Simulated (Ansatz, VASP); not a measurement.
**One calculation of Al, two programs**

File INCAR:

```
SYSTEM = Al
  PREC = Accurate
  ENCUT = 400
  EDIFF = 1E-6
  ISMEAR = 1
  SIGMA = 0.1
  LREAL = .False.
  LASPH = .True.
  NELM = 120
  ALGO = Normal
  ISIF = 2
  LWAVE = .False.
  LCHARG = .False.
  LDIPOL = .True.
  IDIPOL = 3
  DIPOL = 0.5 0.5 0.690
  GGA = PE
  IVDW = 12
  NBANDS = 22
  GGA_COMPAT = .False.
  NELMDL = -8
```

The input KPOINTS:

```
regular mesh
0
Gamma
  8 8 1
  0 0 0
```

The input POSCAR:

```
Al
1.0
    4.2028681309      0.0000000000      0.0000000000
    0.0000000000      4.2028681309      0.0000000000
    0.0000000000      0.0000000000     29.3725279319
Al
8
Direct
    0.5000000000      0.5000000000      0.5641098518
    0.0000000000      0.0000000000      0.5979810215
    0.0000000000      0.5000000000      0.6587831413
    0.5000000000      0.0000000000      0.6587831413
    0.5000000000      0.5000000000      0.7246287704
    0.0000000000      0.0000000000      0.7265042703
    0.0000000000      0.5000000000      0.7930768504
    0.5000000000      0.0000000000      0.7930768504
```

Input for Ansatz:

```yaml
crystal:
  lattice:
    - [4.2028681309, 0.0, 0.0]
    - [0.0, 4.2028681309, 0.0]
    - [0.0, 0.0, 29.3725279319]
  atoms:
    - { symbol: Al, position: [0.5, 0.5, 0.5641098518] }
    - { symbol: Al, position: [0.0, 0.0, 0.5979810215] }
    - { symbol: Al, position: [0.0, 0.5, 0.6587831413] }
    - { symbol: Al, position: [0.5, 0.0, 0.6587831413] }
    - { symbol: Al, position: [0.5, 0.5, 0.7246287704] }
    - { symbol: Al, position: [0.0, 0.0, 0.7265042703] }
    - { symbol: Al, position: [0.0, 0.5, 0.7930768504] }
    - { symbol: Al, position: [0.5, 0.0, 0.7930768504] }
basis:
  ecutwfc: 420
kpoints:
  mp_grid: { grid: [8, 8, 1] }
hamiltonian:
  xc: pbe
  dispersion: d3bj
  pseudopotentials: { kind: paw, azcp: { folder: soft_1 } }
scf:
  occupations: { method: methfessel_paxton, width: 0.1 }
  n_extra_bands: 10
  max_iter: 160
output:
  forces: true
  eigenvalues: true
efield:
  axis: 3
  dipole_correction: true
```

Alike in both runs: task single point; functional PBE; dispersion D3(BJ); k mesh 8 × 8 × 1; occupations methfessel-paxton of order 1, width 0.1 eV; no spin polarisation.

```csv
,VASP,Ansatz
version,VASP 6.6.1,Ansatz 0.2.0
potentials or method,"VASP PAW PBE potentials, release 64 (Al), cutoff 400 eV","scalar-relativistic, plane waves, PAW"
valence electrons in the cell,24,24
```

```csv
,VASP,Ansatz,Ansatz less VASP
gap on the k mesh at the Fermi level (eV),none,none,-
rms of the force components (eV/Å),0.215,0.215,0.0000
```

Atom by atom the forces differ by 0.000 eV/Å (rms over components). A gap of «none» marks a metal or a gap that the smearing closes. Ansatz's warnings: dispersion switch in reach.
